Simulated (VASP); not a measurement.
# FeO (Wuestite) (R-3m) in VASP: further runs, part 3 of 3

VASP 6.6.1. Earlier steps stand in the parts before.

## (6) Relaxation of shape and atoms at fixed volume, PBE+U, collinear spin, ferromagnetic start (volume scaled by 0.91)

Input file INCAR:

```
SYSTEM = FeO
  PREC = Accurate
  ENCUT = 600
  EDIFF = 1E-6
  ISMEAR = 0
  SIGMA = 0.02
  LREAL = .False.
  LASPH = .True.
  NELM = 150
  ALGO = Normal
  ISIF = 4
  LWAVE = .False.
  LCHARG = .False.
  ISPIN = 2
  MAGMOM = 3.9 0.17
  LORBIT = 11
  LMAXMIX = 4
  LDAU = .True.
  LDAUTYPE = 2
  LDAUL = 2 -1
  LDAUU = 5.3 0
  LDAUJ = 0 0
  LDAUPRINT = 1
  GGA = PE
  IBRION = 2
  NSW = 50
  EDIFFG = -0.01
```

Input file KPOINTS:

```
Automatic mesh
0
Gamma
  12 12 12
  0 0 0
```

Input file POSCAR:

```
FeO
1.0
    1.5376348069      0.8877538697      2.3991846433
   -1.5376348069      0.8877538697      2.3991846433
    0.0000000000     -1.7755077393      2.3991846433
Fe O
1 1
Direct
    0.0000000000      0.0000000000      0.0000000000
    0.5000000000      0.5000000000      0.5000000000
```

Potentials or basis: VASP PAW PBE potentials, release 64 (Fe, O).

Started as:

```console
$ cat potpaw_PBE.64/Fe/POTCAR potpaw_PBE.64/O/POTCAR > POTCAR
$ mpirun -np 1 vasp_std > vasp.out
```

Wall time 2.1 min (1 thread of Intel Xeon Platinum 8488C (Sapphire Rapids), shared host); peak memory 0.22 GiB.

It converged, with:

```yaml
Free_energy: -12.5498 eV
Energy_gained_by_relaxing: 2.1 meV/atom
Ionic_steps: 3
Pressure_after_relaxing: 5.3 GPa
Band_gap_on_the_k_mesh: zero (filled and empty bands overlap)
Net_moment: 4.00 μB per cell
Site_moments: Fe +3.85; O +0.18 μB
Valence_electrons_inside_the_program's_atomic_spheres: Fe 6.80; O 5.03
```

Stress tensor (GPa, compression positive):
```
5.37 0.00 0.00
0.00 5.37 0.00
0.00 0.00 5.20
```

The path:
```csv
step,energy change (eV),largest force (eV/Å),pressure (GPa),volume (Å³)
1,0.0000,0.0000,5.14,19.65
2,-0.0020,0.0000,5.21,19.65
3,-0.0041,0.0000,5.31,19.65
```

Final structure:
```yaml
crystal:
  lattice:
    - [1.52045, 0.87783, 2.45372]
    - [-1.52045, 0.87783, 2.45372]
    - [0.00000, -1.75567, 2.45372]
  atoms:
    - { symbol: Fe, position: [0.00000, 0.00000, 0.00000] }
    - { symbol: O, position: [0.50000, 0.50000, 0.50000] }
```

Levels at points of the mesh, in eV from the Fermi level:
Spin up:
| k point | band 7 | band 8 | band 9 | band 10 | band 11 | band 12 |
| --- | --- | --- | --- | --- | --- | --- |
| (0.00, 0.00, 0.00) | -3.74 | -3.74 | -3.66 | 0.14 | 15.12 | 15.12 |
| (0.50, 0.00, 0.00) | -4.54 | -1.66 | -1.63 | 4.09 | 8.47 | 12.54 |
| (0.50, 0.50, 0.00) | -5.43 | -4.98 | -4.90 | 5.20 | 8.91 | 9.18 |
| (0.50, 0.50, 0.50) | -4.88 | -1.64 | -1.64 | 3.93 | 8.67 | 12.39 |
Spin down:
| k point | band 3 | band 4 | band 5 | band 6 | band 7 | band 8 |
| --- | --- | --- | --- | --- | --- | --- |
| (0.00, 0.00, 0.00) | -3.40 | -3.31 | -1.00 | -1.00 | 0.89 | 1.47 |
| (0.50, 0.00, 0.00) | -5.02 | -4.73 | 0.37 | 0.40 | 2.67 | 4.29 |
| (0.50, 0.50, 0.00) | -4.62 | -4.52 | -1.91 | 0.48 | 2.41 | 2.67 |
| (0.50, 0.50, 0.50) | -4.86 | -4.86 | 0.16 | 0.16 | 2.65 | 4.36 |

Eigenvalues of the final occupation matrices:
```
    site  spin  trace               eigenvalues
site 1 d     1   4.98  0.97 0.97 0.97 1.03 1.03
site 1 d     2   1.17  0.05 0.10 0.10 0.46 0.46
```

Caveat: the cell differs from its parent crystal (volume scaled by 0.91); a cell with one magnetic atom can't hold antiferromagnetic order, which such compounds often take. The state reached can hang on the start; a lower one may exist.

## (7) Relaxation of shape and atoms at fixed volume, PBE+U, collinear spin, ferromagnetic start (volume scaled by 0.94)

Input file INCAR:

```
  PREC = Accurate
  ENCUT = 600
  EDIFF = 1E-6
  ISMEAR = 0
  SIGMA = 0.02
  LREAL = False
  LASPH = True
  NELM = 150
  ALGO = Normal
  ISIF = 4
  LWAVE = False
  LCHARG = False
  ISPIN = 2
  MAGMOM = 3.9 0.17
  LORBIT = 11
  LMAXMIX = 4
  LDAU = True
  LDAUTYPE = 2
  LDAUL = 2 -1
  LDAUU = 5.3 0
  LDAUJ = 0 0
  LDAUPRINT = 1
  GGA = PE
  IBRION = 2
  NSW = 50
  EDIFFG = -0.01
```

Input file KPOINTS:

```
regular mesh
0
Gamma
  12 12 12
```

Input file POSCAR:

```
FeO
1.0
    1.5532778113      0.8967853625      2.4286126920
   -1.5532778113      0.8967853625      2.4286126920
    0.0000000000     -1.7935707249      2.4286126920
Fe O
1 1
Direct
    0.0000000000      0.0000000000      0.0000000000
    0.5000000000      0.5000000000      0.5000000000
```

Started as:

```console
$ cat potpaw_PBE.64/Fe/POTCAR potpaw_PBE.64/O/POTCAR > POTCAR
$ mpirun -np 1 vasp_std > vasp.out
```

Run time: 2 min. Hardware: 1 thread of Intel Xeon Platinum 8488C (Sapphire Rapids), shared host; peak memory 0.23 GiB.

Results (log left out):

```
Free energy                                           : -12.5607 eV
Energy gained by relaxing                             : 2.0 meV/atom
Ionic steps                                           : 3
Pressure after relaxing                               : -0.5 GPa
Band gap on the k mesh                                : zero (filled and empty bands overlap)
Net moment                                            : 4.00 μB per cell
Site moments                                          : Fe +3.85; O +0.17 μB
Valence electrons inside the program's atomic spheres : Fe 6.74; O 5.01
```

Stress tensor (GPa, compression positive):
```
-0.47  0.00  0.00
 0.00 -0.47  0.00
 0.00  0.00 -0.60
```

Step by step:
| step | energy change (eV) | largest force (eV/Å) | pressure (GPa) | volume (Å³) |
| --- | --- | --- | --- | --- |
| 1 | 0.0000 | 0.0000 | -0.66 | 20.30 |
| 2 | -0.0021 | 0.0000 | -0.59 | 20.30 |
| 3 | -0.0040 | 0.0000 | -0.52 | 20.30 |

Final structure:
```cif
data_structure
_symmetry_space_group_name_H-M 'P 1'
_symmetry_Int_Tables_number 1
_cell_length_a 3.0498
_cell_length_b 3.0498
_cell_length_c 3.0498
_cell_angle_alpha 60.527
_cell_angle_beta 60.527
_cell_angle_gamma 60.527
_cell_volume 20.30
loop_
_atom_site_label
_atom_site_type_symbol
_atom_site_fract_x
_atom_site_fract_y
_atom_site_fract_z
_atom_site_occupancy
Fe1 Fe 0.00000 0.00000 0.00000 1
O1 O 0.50000 0.50000 0.50000 1
```

Levels at points of the mesh, in eV from the Fermi level:
Spin up:
```csv
k point,band 6,band 7,band 8,band 9,band 10,band 11,band 12,band 13
"(0.00, 0.00, 0.00)",-6.39,-3.60,-3.60,-3.52,-0.03,14.96,14.96,15.34
"(0.50, 0.00, 0.00)",-5.75,-4.54,-1.68,-1.65,4.02,8.19,12.32,12.37
"(0.50, 0.50, 0.00)",-5.77,-5.44,-4.80,-4.72,4.97,8.72,9.11,14.45
"(0.50, 0.50, 0.50)",-5.71,-4.88,-1.66,-1.66,3.86,8.39,12.17,12.17
```
Spin down:
```
           k point  band 2  band 3  band 4  band 5  band 6  band 7  band 8  band 9
(0.00, 0.00, 0.00)   -3.27   -3.27   -3.19   -0.94   -0.94    0.73    1.56    2.09
(0.50, 0.00, 0.00)   -7.94   -4.82   -4.53    0.36    0.38    2.69    4.21    4.23
(0.50, 0.50, 0.00)   -6.85   -4.46   -4.36   -1.79    0.45    2.41    2.70    2.97
(0.50, 0.50, 0.50)   -7.70   -4.65   -4.65    0.15    0.15    2.67    4.29    4.29
```

Eigenvalues of the final occupation matrices:
```tsv
site	spin	trace	eigenvalues
site 1 d	1	4.96	0.97 0.97 0.97 1.02 1.02
site 1 d	2	1.15	0.05 0.09 0.09 0.46 0.46
```

Caveat: the cell differs from its parent crystal (volume scaled by 0.94); a cell with one magnetic atom can't hold antiferromagnetic order, which such compounds often take. The state reached can hang on the start; a lower one may exist.

## (8) Overview

| task | cell | k mesh | cutoff (eV) | smearing | gap on the mesh (eV) | pressure (GPa) | moment (μB) |
| --- | --- | --- | --- | --- | --- | --- | --- |
| single point | a = 3.084 Å, angles 61.8°, 2 atoms | 18 × 18 × 18 | 520 | gaussian 0.1 eV | none | -9.4 | 4.00 |
| single point | a = 3.084 Å, angles 61.8°, 2 atoms | 12 × 12 × 12 | 520 | gaussian 0.02 eV | none | -9.4 | 4.00 |
| relaxation of cell and atoms | relaxed from a = 3.084 Å, angles 61.8°, 2 atoms | 12 × 12 × 12 | 600 | gaussian 0.02 eV | none | 0.0 | 4.00 |
| phonons | a = 3.084 Å, angles 61.8°, 2 atoms | 12 × 12 × 12 | 520 | gaussian 0.02 eV | - | - | 4.00 |
| relaxation of shape and atoms at fixed volume | relaxed from a = 2.985 Å, angles 62.0°, 2 atoms | 12 × 12 × 12 | 600 | gaussian 0.02 eV | none | 5.3 | 4.00 |
| relaxation of shape and atoms at fixed volume | relaxed from a = 3.019 Å, angles 61.9°, 2 atoms | 12 × 12 × 12 | 600 | gaussian 0.02 eV | none | -0.5 | 4.00 |

Alike in all rows: level PBE+U; potentials or basis VASP PAW PBE potentials, release 64 (Fe, O); spin collinear, ferromagnetic start; Fe d U = 5.3 eV.

Caveats: a cell with one magnetic atom can't hold antiferromagnetic order, which such compounds often take.

Total energies depend on the potentials used, so only differences within one code and one set of settings carry meaning.
